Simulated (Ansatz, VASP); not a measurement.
Ge3Te2S in VASP and in Ansatz

```xyz
6
Lattice="3.4723 2.0047 4.4620 -3.4723 2.0047 4.4620 0.0000 -4.0095 4.4620" Properties=species:S:1:pos:R:3 pbc="T T T"
Ge    0.0000   -2.0047    2.2310
Ge    1.7361    1.0024    2.2310
Ge   -1.7361    1.0024    2.2310
Te    0.0000    0.0000    2.0233
Te    0.0000    0.0000   11.3625
S     0.0000    0.0000    0.0000
```

Alike in both runs: task single point; functional PBE; k mesh 3 × 3 × 3; occupations gaussian, width 0.1 eV; no spin polarisation.

```csv
,VASP,Ansatz
version,VASP 6.6.1,Ansatz 0.2.0
potentials or method,"VASP PAW PBE potentials, release 64 (Ge_d, Te, S), cutoff 520 eV","scalar-relativistic, plane waves, PAW"
valence electrons in the cell,60,80
```

|  | VASP | Ansatz | Ansatz less VASP |
| --- | --- | --- | --- |
| gap on the k mesh at the Fermi level (eV) | none | none | - |
| rms of the force components (eV/Å) | 2.858 | 2.797 | -0.0611 |

Atom by atom the forces differ by 0.061 eV/Å (rms over components). A gap of «none» marks a metal or a gap that the smearing closes. With one functional, cell and mesh, what is left measures potentials, basis and numerics. VASP's potentials hold 60 valence electrons a cell and Ansatz's 80, so a difference there can come from the potentials and not from the codes.

The k mesh is coarse, so the values compare programs but aren't converged. Spin-orbit coupling is off throughout.
